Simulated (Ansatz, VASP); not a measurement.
Re in VASP and in Ansatz

INCAR

```
SYSTEM = Re
ALGO     = Normal         ! electronic algorithm
EDIFF    = 1E-6           ! SCF threshold, eV
ENCUT    = 520            ! plane-wave cutoff, eV
GGA      = PE             ! functional
ISIF     = 2              ! what is computed and relaxed
ISMEAR   = 0              ! smearing method
LASPH    = .TRUE.         ! aspherical terms in the spheres
LCHARG   = .TRUE.         ! write CHGCAR
LELF     = .TRUE.         ! ELF
LREAL    = .FALSE.        ! projectors in reciprocal space
LVHAR    = .TRUE.       
LWAVE    = .FALSE.        ! write WAVECAR
NBANDS   = 10             ! bands
NELM     = 80             ! most SCF steps
PREC     = Accurate       ! precision mode
SIGMA    = 0.15           ! smearing width, eV
```

Contents of KPOINTS:

```
k-points
0
G
  10 10 10
  0 0 0
```

File POSCAR:

```
Re
1.0
    0.0000000000      1.9577236186      2.0653984176
    1.7423740206      0.0000000000      2.0653984176
    1.7423740206      1.9577236186      0.0000000000
Re
1
Direct
    0.0000000000      0.0000000000      0.0000000000
```

Input for Ansatz:

```yaml
crystal:
  lattice:
    - [0.0, 1.9577236186, 2.0653984176]
    - [1.7423740206, 0.0, 2.0653984176]
    - [1.7423740206, 1.9577236186, 0.0]
  atoms:
    - { symbol: Re, position: [0.0, 0.0, 0.0] }
basis:
  ecutwfc: 420
kpoints:
  mp_grid: { grid: [10, 10, 10] }
hamiltonian:
  xc: pbe
scf:
  occupations: { method: gaussian, width: 0.15 }
output:
  forces: true
  stress: true
  eigenvalues: true
```

Change from the starting cell: normal strain along x -0.1100, normal strain along z +0.0550.

Alike in both runs: task single point; functional PBE; k mesh 10 × 10 × 10; occupations gaussian, width 0.15 eV; no spin polarisation.

```csv
,VASP,Ansatz
version,VASP 6.6.1,Ansatz 0.2.0
potentials or method,"VASP PAW PBE potentials, release 64 (Re), cutoff 520 eV","scalar-relativistic, plane waves, PAW"
valence electrons in the cell,7,15
```

|  | VASP | Ansatz | Ansatz less VASP |
| --- | --- | --- | --- |
| gap on the k mesh at the Fermi level (eV) | none | none | - |
| pressure (GPa) | 28.4 | 28.5 | +0.10 |
| traceless stress, the component that is largest in VASP (GPa) | -18.12 | -18.35 | -0.229 |

A gap of «none» marks a metal or a gap that the smearing closes. Both programs put the cell under a high pressure, so it lies far from rest at this level. The functional is the same, so the differences come from potentials, cutoffs and numerics. VASP's potentials hold 7 valence electrons a cell and Ansatz's 15, so a difference there can come from the potentials and not from the codes.

Spin-orbit coupling is off throughout.
